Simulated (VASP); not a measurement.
# SiNi (Pm) in VASP: single point with PBE

Aim: the single point of SiNi with PBE.

Everything below comes from runs of VASP 6.6.1. Logs are shortened: lines on timing, memory, paths and dates and some standing lists are left out, and cuts for length are marked.

## Step 1: The cell of the first run

The structure is monoclinic, space group Pm (No. 6). Conventional cell: a = 3.055 Å, b = 3.258 Å, c = 4.709 Å, α = 90.00°, β = 90.00°, γ = 90.00°. Within 2.7 Å of Si (site symmetry m) lie 6 Ni at 2.07 to 2.68 Å and 4 Si at 2.68 Å. Within 2.8 Å of Si (site symmetry m) lie 6 Ni at 2.12 to 2.51 Å and 4 Si at 2.68 Å. Within 2.8 Å of Ni (site symmetry m) lie 6 Si at 2.07 to 2.68 Å and 2 Ni at 2.71 Å. Within 3.1 Å of Ni (site symmetry m) lie 6 Si at 2.35 to 2.40 Å and 6 Ni at 2.71 to 3.06 Å.

## Step 2: Single point, PBE (atom 3 (Ni) moved by (-0.300, -0.300) A along x and z)

File INCAR:

```
ALGO     = Normal         # electronic algorithm
EDIFF    = 1E-6           # SCF threshold, eV
ENCUT    = 520            # plane-wave cutoff, eV
GGA      = PE             # functional
ISIF     = 2              # what is computed and relaxed
ISMEAR   = 0              # smearing method
LASPH    = T              # aspherical terms in the spheres
LCHARG   = F              # write CHGCAR
LREAL    = F              # projectors in reciprocal space
LWAVE    = F              # write WAVECAR
NBANDS   = 22             # bands
NELM     = 100            # most SCF steps
PREC     = Accurate       # precision mode
SIGMA    = 0.15           # smearing width, eV
```

File KPOINTS:

```
k-points
0
Gamma
  16 14 10
```

File POSCAR:

```
SiNi
1.0
    3.0552835660      0.0000000000      0.0000000000
    0.0000000000      3.2583147222      0.0000000000
    0.0000000000      0.0000000000      4.7093899546
Si Ni
2 2
Direct
    0.5000000000      0.5000000000      0.8431827244
    0.0000000000      0.0000000000      0.1568172756
    0.4018094414      0.5000000000      0.2786034584
    0.0000000000      0.0000000000      0.6576940233
```

Potentials or basis: VASP PAW PBE potentials, release 64 (Si, Ni).

Command:

```bash
> cat potpaw_PBE.64/Si/POTCAR potpaw_PBE.64/Ni/POTCAR > POTCAR
> mpirun -np 1 vasp_std > vasp.out
```

OUTCAR:

```text
EDIFF = 1E-6
   ENCUT = 520
   GGA = PE
   ISIF = 2
   ISMEAR = 0
   LASPH = T
   LREAL = F
   NELM = 100
   PREC = Accurate

 ion  position               nearest neighbor table
   1  0.500  0.500  0.843-   3 2.07   4 2.40   4 2.40   4 2.40   4 2.40   3 2.68   2 2.68   2 2.68
                             2 2.68   2 2.68
   2  0.000  0.000  0.157-   3 2.12   3 2.12   4 2.35   4 2.36   3 2.51   3 2.51   1 2.68   1 2.68
                             1 2.68   1 2.68
   3  0.402  0.500  0.279-   1 2.07   2 2.12   2 2.12   2 2.51   2 2.51   1 2.68   4 2.71   4 2.71
                             4 3.03   4 3.03
   4  0.000  0.000  0.658-   2 2.35   2 2.36   1 2.40   1 2.40   1 2.40   1 2.40   3 2.71   3 2.71
                             3 3.03   3 3.03

  LATTYP: Found a simple orthorhombic cell.
 ALAT       =     3.0552835660
 B/A-ratio  =     1.0664524755
 C/A-ratio  =     1.5413921009

  Lattice vectors:

 A1 = (   3.0552835660,   0.0000000000,   0.0000000000)
 A2 = (   0.0000000000,   3.2583147222,   0.0000000000)
 A3 = (   0.0000000000,   0.0000000000,   4.7093899546)

Analysis of symmetry for initial positions (statically):
=====================================================================
 Subroutine PRICEL returns:
 Original cell was already a primitive cell.

 Routine SETGRP: Setting up the symmetry group for a
 simple orthorhombic supercell.

 Subroutine GETGRP returns: Found  2 space group operations
 (whereof  2 operations were pure point group operations)
 out of a pool of  8 trial point group operations.

The static configuration has the point symmetry C_1h.

Analysis of symmetry for dynamics (positions and initial velocities):
=====================================================================
 Subroutine PRICEL returns:
 Original cell was already a primitive cell.

 Routine SETGRP: Setting up the symmetry group for a
 simple orthorhombic supercell.

 Subroutine GETGRP returns: Found  2 space group operations
 (whereof  2 operations were pure point group operations)
 out of a pool of  8 trial point group operations.

The dynamic configuration has the point symmetry C_1h.

 Subroutine INISYM returns: Found  2 space group operations
 (whereof  2 operations are pure point group operations),
 and found     1 'primitive' translations

----------------------------------------------------------------------------------------

                                     Primitive cell

  volume of cell :      46.8823

  direct lattice vectors                    reciprocal lattice vectors
     3.055283566  0.000000000  0.000000000     0.327301862  0.000000000  0.000000000
     0.000000000  3.258314722  0.000000000     0.000000000  0.306907124  0.000000000
     0.000000000  0.000000000  4.709389955     0.000000000  0.000000000  0.212341728

  length of vectors
     3.055283566  3.258314722  4.709389955     0.327301862  0.306907124  0.212341728

  position of ions in fractional coordinates (direct lattice)
     0.500000000  0.500000000  0.843182724
     0.000000000  0.000000000  0.156817276
     0.401809441  0.500000000  0.278603458
     0.000000000  0.000000000  0.657694023

  ion indices of the primitive-cell ions
   primitive index   ion index
                 1           1
                 2           2
                 3           3
                 4           4

----------------------------------------------------------------------------------------

 KPOINTS: k-points

Automatic generation of k-mesh.
 Grid dimensions read from file:
 generate k-points for:   16   14   10

 Generating k-lattice:

  Cartesian coordinates                     Fractional coordinates (reciprocal lattice)
     0.020456366  0.000000000  0.000000000     0.062500000  0.000000000  0.000000000
     0.000000000  0.021921937  0.000000000     0.000000000  0.071428571  0.000000000
     0.000000000  0.000000000  0.021234173     0.000000000  0.000000000  0.100000000

  Length of vectors
     0.020456366  0.021921937  0.021234173

  Shift w.r.t. Gamma in fractional coordinates (k-lattice)
     0.000000000  0.000000000  0.000000000

 Subroutine IBZKPT returns following result:
 ===========================================

 Found    656 irreducible k-points:

 Following reciprocal coordinates:
            Coordinates               Weight
  0.000000  0.000000  0.000000      1.000000
  0.062500  0.000000  0.000000      2.000000
  0.125000  0.000000  0.000000      2.000000
  0.187500  0.000000  0.000000      2.000000
  0.250000  0.000000  0.000000      2.000000
  0.312500  0.000000  0.000000      2.000000
[... 16 lines left out ...]
  0.250000  0.142857  0.000000      4.000000
  0.312500  0.142857  0.000000      4.000000
 [... further k-points ...]
   k-points           NKPTS =    656   k-points in BZ     NKDIM =    656   number of bands    NBANDS=     22
   number of dos      NEDOS =    301   number of ions     NIONS =      4
   total plane-waves  NPLWV =  20736
   dimension x,y,z NGX =    24 NGY =   24 NGZ =   36
   dimension x,y,z NGXF=    48 NGYF=   48 NGZF=   72
   ions per type =               2   2
   NGX,Y,Z   is equivalent  to a cutoff of  13.06, 12.25, 12.71 a.u.
   NGXF,Y,Z  is equivalent  to a cutoff of  26.12, 24.49, 25.42 a.u.
 SYSTEM =  unknown system
   PREC   = accura    normal or accurate (medium, high low for compatibility)
   ISTART =      0    job   : 0-new  1-cont  2-samecut
   ICHARG =      2    charge: 1-file 2-atom 10-const
   ISPIN  =      1    spin polarized calculation?
   LNONCOLLINEAR =      F non collinear calculations
   LSORBIT =      F    spin-orbit coupling
   LASPH  =      T    aspherical Exc in radial PAW
   ENCUT  =  520.0 eV  38.22 Ry    6.18 a.u.   5.68  6.06  8.76*2*pi/ulx,y,z
   NELM   =    100;   NELMIN=  2; NELMDL= -5     # of ELM steps
   EDIFF  = 0.1E-05   stopping-criterion for ELM
   LREAL  =      F    real-space projection
   EDIFFG = 0.1E-04   stopping-criterion for IOM
   NSW    =      0    number of steps for IOM
   IBRION =     -1    ionic relax: 0-MD 1-quasi-New 2-CG
   NFREE  =      0    steps in history (QN), initial steepest desc. (CG)
   ISIF   =      2    stress and relaxation
   ISYM   =      2    0-nonsym 1-usesym 2-fastsym
   POTIM  = 0.5000    time-step for ionic-motion
   TEBEG  =    0.0;   TEEND  =   0.0 temperature during run
   PSTRESS=    0.0 pullay stress
   NELECT =      28.0000    total number of electrons
   NUPDOWN=      -1.0000    fix difference up-down
   EMIN   =  10.00;   EMAX   =-10.00  energy-range for DOS
   EFERMI =   0.00;   METHOD = LEGACY
   ISMEAR =     0;   SIGMA  =   0.15  broadening in eV -4-tet -1-fermi 0-gaus
   EFERMI_NEDOS =   21; number of points for ismear=-14 and -15
   IALGO  =     38    algorithm
   IMIX   =      4    mixing-type and parameters
     AMIX     =   0.40;   BMIX     =  1.00
     AMIX_MAG =   1.60;   BMIX_MAG =  1.00
  volume/ion in A,a.u.               =      11.72        79.09
  Fermi-wavevector in a.u.,A,eV,Ry     =   1.378662  2.605293 25.860711  1.900709
  Thomas-Fermi vector in A             =   2.503703
   LORBIT       =      0    0 simple, 1 ext, 2 COOP (PROOUT), +10 PAW based schemes
   GGA     = PE    functional components
   LHFCALC =     F    Hartree Fock is set to
   AEXX    =    0.0000 exact exchange contribution
   IVDW    =     0    specifies the selected vdW correction
   LEPSILON=     F    determine dielectric tensor
   LRPA    =     F    only Hartree local field effects (RPA)
 non-spin polarized calculation
 Gauss-broadening in eV      SIGMA  =   0.15
  energy-cutoff  :      520.00
  volume of cell :       46.88
 maximum number of plane-waves:      1284
 NGX is ok and might be reduce to    24
   NGX = 11   NGY = 13   NGZ = 17

 number of electron      28.0000012 magnetization

 Free energy of the ion-electron system (eV)
  ---------------------------------------------------
  ext. energy  EPLUGINS =         0.00000000
  ---------------------------------------------------
  free energy    TOTEN  =       -22.67358983 eV

  energy without entropy =      -22.65904124  energy(sigma->0) =      -22.66631553

 E-fermi :  11.0519     XC(G=0): -12.3674

 val. band max:       11.0513965368   @ k =   0.3750   0.3571   0.1000
 cond. band min:      11.0542369034   @ k =   0.1250   0.0000  -0.1000
 fundamental gap:      0.0028403666
 Fermi energy:        11.0519300354

 k-point     1 :       0.0000    0.0000    0.0000
  band No.  band energies     occupation
      1      -2.7080      2.00000
      2       2.9983      2.00000
      3       4.9222      2.00000
      4       6.8095      2.00000
      5       7.1448      2.00000
      6       7.8639      2.00000
[... 14 lines left out ...]
     21      20.0221      0.00000
     22      20.7472      0.00000

 k-point     2 :       0.0625    0.0000    0.0000
  band No.  band energies     occupation
      1      -2.6473      2.00000
      2       3.0441      2.00000
      3       4.9653      2.00000
      4       6.7719      2.00000
      5       7.1603      2.00000
      6       7.8264      2.00000
[... 14 lines left out ...]
     21      20.0778      0.00000
     22      20.7563      0.00000

 k-point     3 :       0.1250    0.0000    0.0000
  band No.  band energies     occupation
      1      -2.4656      2.00000
      2       3.1760      2.00000
      3       5.0918      2.00000
      4       6.5951      2.00000
      5       7.2022      2.00000
      6       7.7213      2.00000
[... 14 lines left out ...]
     21      20.2411      0.00000
     22      20.6973      0.00000
[... 476 lines left out ...]
 k-point    23 :       0.2500    0.1429    0.0000
  band No.  band energies     occupation
      1      -1.4776      2.00000
      2       3.6458      2.00000
      3       5.5454      2.00000
      4       5.7761      2.00000
      5       6.8506      2.00000
      6       7.4216      2.00000
[... 14 lines left out ...]
     21      18.3663      0.00000
     22      21.6413      0.00000

 k-point    24 :       0.3125    0.1429    0.0000
  band No.  band energies     occupation
      1      -0.9526      2.00000
      2       3.5452      2.00000
      3       5.1459      2.00000
      4       6.0306      2.00000
      5       6.8048      2.00000
      6       7.3399      2.00000
[... 14 lines left out ...]
     21      18.5825      0.00000
     22      21.8727      0.00000

 [... further k-points ...]

------------------------ aborting loop because EDIFF is reached ----------------------------------------

  FORCE on cell =-STRESS in cart. coord.  units (eV):
  Direction    XX          YY          ZZ          XY          YZ          ZX
  --------------------------------------------------------------------------------------
  -------------------------------------------------------------------------------------
  Total        1.6640855      3.7640014      5.9380785      0.0000000      0.0000000      1.2368317
  in kB       56.8691867    128.6326310    202.9304926      0.0000000      0.0000000     42.2680266
  external PRESSURE =     129.4774368 kB  Pullay stress =       0.0000000 kB

 VOLUME and BASIS-vectors are now :
 -----------------------------------------------------------------------------
  energy-cutoff  :      520.00
  volume of cell :       46.88
      direct lattice vectors                 reciprocal lattice vectors
     3.055283566  0.000000000  0.000000000     0.327301862  0.000000000  0.000000000
     0.000000000  3.258314722  0.000000000     0.000000000  0.306907124  0.000000000
     0.000000000  0.000000000  4.709389955     0.000000000  0.000000000  0.212341728

 POSITION                                       TOTAL-FORCE (eV/Angst)
 -----------------------------------------------------------------------------------
      1.52764      1.62916      3.97088         0.054951      0.000000     -2.647204
      0.00000      0.00000      0.73851        -1.981213      0.000000     -1.330004
      1.22764      1.62916      1.31205         2.288832      0.000000      4.535041
      0.00000      0.00000      3.09734        -0.362570      0.000000     -0.557833
 -----------------------------------------------------------------------------------
    total drift:                               -0.000064      0.000000      0.000687

  FREE ENERGIE OF THE ION-ELECTRON SYSTEM (eV)
  ---------------------------------------------------
  free  energy   TOTEN  =       -22.6735898263 eV

  energy  without entropy=      -22.6590412407  energy(sigma->0) =      -22.66631553
```

It took 11 min on 1 thread of Intel Xeon 8259CL, shared host; peak memory 0.63 GiB.

Results:

- Free energy: -22.6736 eV
- Pressure: 12.9 GPa
- Largest force: 5.080 eV/Å
- Band gap on the k mesh: zero (bands 14 and 15 overlap by 2.67 eV)

Forces on the atoms (eV/Å):
```
Si   0.055  0.000 -2.647
Si  -1.981  0.000 -1.330
Ni   2.289  0.000  4.535
Ni  -0.363  0.000 -0.558
```

Caveat: the cell differs from its parent crystal (atom 3 (Ni) moved by (-0.300, -0.300) A along x and z); the cell stands under pressure; forces of over 1 eV/Å act on the atoms, so gaps and moduli don't describe the material at rest. Spin polarisation is off, so any magnetic state and its effect on volume and gap are missing.
